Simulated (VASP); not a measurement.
A run of VASP 6.6.1 is set up as follows.

Contents of POSCAR:

```
Si
1.0
    0.0000000000      2.7150010910      2.7150010910
    2.7150010910      0.0000000000      2.7150010910
    2.7150010910      2.7150010910      0.0000000000
Si
2
Direct
    0.5000000000      0.5000000000      0.5000000000
    0.7500000000      0.7500000000      0.7500000000
```

The input INCAR.step1:

```
PREC = Accurate ; ENCUT = 520
ISMEAR = 0 ; SIGMA = 0.05
LREAL = F ; LASPH = T
NELM = 100 ; NBANDS = 11
GGA = PE ; ALGO = Normal
EDIFF = 1E-4 ; LWAVE = T
LCHARG = F
```

File INCAR.step2:

```
PREC = Accurate ; ENCUT = 520
EDIFF = 1E-6 ; ISMEAR = 0
SIGMA = 0.05 ; LREAL = F
LASPH = T ; NELM = 100
ALGO = Normal ; ISIF = 2
LWAVE = F ; LCHARG = F
METAGGA = R2SCAN ; LMIXTAU = T
NBANDS = 11 ; ISTART = 1
```

The input KPOINTS:

```
Automatic mesh
0
Gamma
  12 12 12
```

Potentials or basis: VASP PAW PBE potentials, release 64 (Si).

Launch:

```bash
$ cat potpaw_PBE.64/Si/POTCAR > POTCAR
$ cp INCAR.step1 INCAR
$ mpirun -np 1 vasp_std > vasp.out
$ cp INCAR.step2 INCAR
$ mpirun -np 1 vasp_std > vasp.out
```

Predict the pressure.

0.5 GPa.

Estimate the band gap on the k mesh.

0.77 eV, indirect (least direct gap 2.76 eV).

Caveat: the PAW data sets were made with another functional, which shifts forces and pressure a little. r2SCAN opens gaps a little over a GGA but as a rule still falls short of measured ones.
